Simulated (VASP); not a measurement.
# BaS (Fm-3m) in VASP: notebook, part 2 of 2

VASP 6.6.1.

## (3) Single point, PBE-based global hybrid with 15 % exact exchange

POSCAR

```
BaS
1.0
    0.0000000000      3.1937508250      3.1937508250
    3.1937508250      0.0000000000      3.1937508250
    3.1937508250      3.1937508250      0.0000000000
Ba S
1 1
Direct
    0.5000000000      0.5000000000      0.5000000000
    0.0000000000      0.0000000000      0.0000000000
```

INCAR.step1

```
SYSTEM = BaS
PREC = Accurate
ENCUT = 520
EDIFF = 1E-5
ISMEAR = 0
SIGMA = 0.05
LREAL = .FALSE.
LASPH = .TRUE.
NELM = 100
ALGO = Normal
ISIF = 2
LWAVE = .TRUE.
LCHARG = .FALSE.
GGA = PE
NBANDS = 15
```

INCAR.step2

```
SYSTEM = BaS
PREC = Accurate
ENCUT = 520
EDIFF = 1E-6
ISMEAR = 0
SIGMA = 0.05
LREAL = .FALSE.
LASPH = .TRUE.
NELM = 100
ALGO = Normal
ISIF = 2
LWAVE = .FALSE.
LCHARG = .FALSE.
GGA = PE
LHFCALC = .TRUE.
AEXX = 0.15
PRECFOCK = Normal
ISTART = 1
NBANDS = 15
```

KPOINTS

```
regular mesh
0
G
  4 4 4
  0 0 0
```

Potentials or basis: VASP PAW PBE potentials, release 64 (Ba_sv, S).

On the command line:

```bash
> cat potpaw_PBE.64/Ba_sv/POTCAR potpaw_PBE.64/S/POTCAR > POTCAR
> cp INCAR.step1 INCAR
> mpirun -np 1 vasp_std > vasp.out
> cp INCAR.step2 INCAR
> mpirun -np 1 vasp_std > vasp.out
```

OUTCAR:

```text
SYSTEM = BaS
   PREC = Accurate
   ENCUT = 520
   EDIFF = 1E-6
   ISMEAR = 0
   LREAL = .FALSE.
   LASPH = .TRUE.
   NELM = 100
   ISIF = 2
   GGA = PE
   LHFCALC = .TRUE.
   AEXX = 0.15
   PRECFOCK = Normal
   ISTART = 1

 ion  position               nearest neighbor table
   1  0.500  0.500  0.500-   2 3.19   2 3.19   2 3.19   2 3.19   2 3.19   2 3.19
   2  0.000  0.000  0.000-   1 3.19   1 3.19   1 3.19   1 3.19   1 3.19   1 3.19

  LATTYP: Found a face centered cubic cell.
 ALAT       =     6.3875016500

  Lattice vectors:

 A1 = (   0.0000000000,   3.1937508250,   3.1937508250)
 A2 = (   3.1937508250,   0.0000000000,   3.1937508250)
 A3 = (   3.1937508250,   3.1937508250,   0.0000000000)

Analysis of symmetry for initial positions (statically):
=====================================================================
 Subroutine PRICEL returns:
 Original cell was already a primitive cell.

 Routine SETGRP: Setting up the symmetry group for a
 face centered cubic supercell.

 Subroutine GETGRP returns: Found 48 space group operations
 (whereof 48 operations were pure point group operations)
[... 169 lines left out ...]
      5     -10.1988      2.00000
      6       0.8390      2.00000
      7       0.8390      2.00000
      8       0.8390      2.00000
      9       5.4391      0.00000
     10       5.7730      0.00000
     11       5.7730      0.00000
     12       5.7730      0.00000
     13       6.7150      0.00000
     14       6.7150      0.00000
[... 113 lines left out ...]
      2     -11.3696      2.00000
      3     -11.0881      2.00000
      4     -11.0881      2.00000
      5      -9.4366      2.00000
      6      -0.3451      2.00000
      7       0.3108      2.00000
      8       0.3108      2.00000
      9       6.1838      0.00000
     10       6.1838      0.00000
     11       8.3074      0.00000
     12       8.8744      0.00000
     13       9.6064      0.00000
     14      11.6610      0.00000
     15      12.6895      0.00000

------------------------ aborting loop because EDIFF is reached ----------------------------------------

  FORCE on cell =-STRESS in cart. coord.  units (eV):
  Direction    XX          YY          ZZ          XY          YZ          ZX
  --------------------------------------------------------------------------------------
  -------------------------------------------------------------------------------------
  Total        0.4590536      0.4590536      0.4590536      0.0000000     -0.0000000     -0.0000000
  in kB       11.2886204     11.2886204     11.2886204      0.0000000     -0.0000000     -0.0000000
  external PRESSURE =      11.2886204 kB  Pullay stress =       0.0000000 kB

 VOLUME and BASIS-vectors are now :
 -----------------------------------------------------------------------------
  energy-cutoff  :      520.00
  volume of cell :       65.15
      direct lattice vectors                 reciprocal lattice vectors
     0.000000000  3.193750825  3.193750825    -0.156555733  0.156555733  0.156555733
     3.193750825  0.000000000  3.193750825     0.156555733 -0.156555733  0.156555733
     3.193750825  3.193750825  0.000000000     0.156555733  0.156555733 -0.156555733

 POSITION                                       TOTAL-FORCE (eV/Angst)
 -----------------------------------------------------------------------------------
      3.19375      3.19375      3.19375         0.000000      0.000000      0.000000
      0.00000      0.00000      0.00000        -0.000000      0.000000     -0.000000
 -----------------------------------------------------------------------------------
    total drift:                               -0.000000     -0.000000     -0.000000

  FREE ENERGIE OF THE ION-ELECTRON SYSTEM (eV)
  ---------------------------------------------------
  free  energy   TOTEN  =       -11.3435491059 eV

  energy  without entropy=      -11.3435491059  energy(sigma->0) =      -11.34354911
```

OUTCAR.step1:

```text
SYSTEM = BaS
   PREC = Accurate
   ENCUT = 520
   EDIFF = 1E-5
   ISMEAR = 0
   LREAL = .FALSE.
   LASPH = .TRUE.
[... 347 lines left out ...]
      3.19375      3.19375      3.19375        -0.000000     -0.000000      0.000000
      0.00000      0.00000      0.00000         0.000000      0.000000     -0.000000
 -----------------------------------------------------------------------------------
    total drift:                                0.000000      0.000000      0.000000

  FREE ENERGIE OF THE ION-ELECTRON SYSTEM (eV)
  ---------------------------------------------------
  free  energy   TOTEN  =       -10.1797068130 eV

  energy  without entropy=      -10.1797068130  energy(sigma->0) =      -10.17970681
```

OSZICAR.step1:

```text
N       E                     dE             d eps       ncg     rms          rms(c)
DAV:   1     0.801247095439E+02    0.80125E+02   -0.66544E+03   240   0.901E+02
DAV:   2    -0.536431037484E+01   -0.85489E+02   -0.77174E+02   319   0.168E+02
DAV:   3    -0.104989640238E+02   -0.51347E+01   -0.50944E+01   340   0.435E+01
DAV:   4    -0.106625900315E+02   -0.16363E+00   -0.16360E+00   300   0.583E+00
DAV:   5    -0.106641613162E+02   -0.15713E-02   -0.15713E-02   326   0.576E-01    0.481E+00
DAV:   6    -0.101628074952E+02    0.50135E+00   -0.68727E-01   268   0.490E+00    0.327E+00
DAV:   7    -0.101644561092E+02   -0.16486E-02   -0.19232E-01   297   0.242E+00    0.216E+00
DAV:   8    -0.101769862191E+02   -0.12530E-01   -0.20923E-02   268   0.103E+00    0.270E-01
DAV:   9    -0.101787689817E+02   -0.17828E-02   -0.34509E-03   310   0.454E-01    0.157E-01
DAV:  10    -0.101795832709E+02   -0.81429E-03   -0.81063E-04   254   0.189E-01    0.498E-02
DAV:  11    -0.101797039109E+02   -0.12064E-03   -0.16415E-04   303   0.785E-02    0.119E-02
DAV:  12    -0.101797068130E+02   -0.29020E-05   -0.72199E-06   219   0.189E-02
   1 F= -.10179707E+02 E0= -.10179707E+02  d E =-.628534E-14
```

Wall time 9.6 min (1 thread of AMD EPYC 7R13 (Zen 3), shared host); peak memory 0.19 GiB.

What came out:

```
Free energy            : -11.3435 eV
Pressure               : 1.1 GPa
Band gap on the k mesh : 3.07 eV (least direct gap 3.23 eV)
```

Caveat: the k points lie up to 0.43 Å⁻¹ apart; the PAW data sets were made with another functional, which shifts forces and pressure a little; spin-orbit coupling is left out, which moves the levels of the heavy elements.
